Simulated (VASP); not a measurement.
## TiSn5: single point with PBE

The system is TiSn5.

```xyz
6
Lattice="3.1832 1.8378 4.7775 -3.1832 1.8378 4.7775 0.0000 -3.6756 4.7775" Properties=species:S:1:pos:R:3 pbc="T T T"
Ti    0.0000    0.0000    0.0000
Sn    0.0000    0.0000   10.7674
Sn    0.0000    0.0000    3.5651
Sn    0.0000    0.0000   12.6496
Sn    0.0000    0.0000    1.6829
Sn    0.0000    0.0000    7.1662
```

The cell was generated, and may not be a known phase.

| Property | Result |
| --- | --- |
| Program | VASP 6.6.1 |
| Task | single point |
| Functional | PBE |
| Potentials or basis | VASP PAW PBE potentials, release 64 (Ti_sv, Sn_d) |
| Cutoff | 520 eV |
| k mesh | 3 × 3 × 3 |
| Occupations | gaussian, width 0.1 eV |
| Spin | no spin polarisation |
| Dipole correction | no |
| Further INCAR settings | ALGO = Normal; EDIFF = 1e-06; NBANDS = 50 |

```
Pressure               : 76.4 GPa
Largest force          : 35.101 eV/Å
Band gap on the k mesh : zero (bands 41 and 42 overlap by 0.57 eV)
```

Forces in eV/Å, atoms in the order of the input:
```
Ti    0.000   0.000   0.000
Sn    0.000   0.000 -35.101
Sn    0.000   0.000  35.101
Sn    0.000   0.000  -2.513
Sn    0.000   0.000   2.513
Sn    0.000   0.000   0.000
```

Stress tensor (GPa, compression positive):
```
 -3.97   0.00   0.00
  0.00  -3.97   0.00
  0.00   0.00 237.01
```

Levels at points of the mesh, in eV from the Fermi level:
```csv
k point,band 38,band 39,band 40,band 41,band 42,band 43,band 44,band 45
"(0.00, 0.00, 0.00)",-2.35,-1.91,-0.98,-0.58,-0.58,0.18,0.18,0.49
```

Wall time 76 s on 1 thread of Intel(R) Xeon(R) Platinum 8559C (Emerald Rapids) (shared host), peak memory 0.32 GiB.

Caveat: the k points lie up to 0.41 Å⁻¹ apart, too coarse for converged energies and pressures of a metal; atoms lie so close that the PAW spheres overlap strongly, which falsifies energies and pressures; spin-orbit coupling is left out, which moves the levels of the heavy elements; forces of over 1 eV/Å act on the atoms, so gaps and moduli don't describe the material at rest.
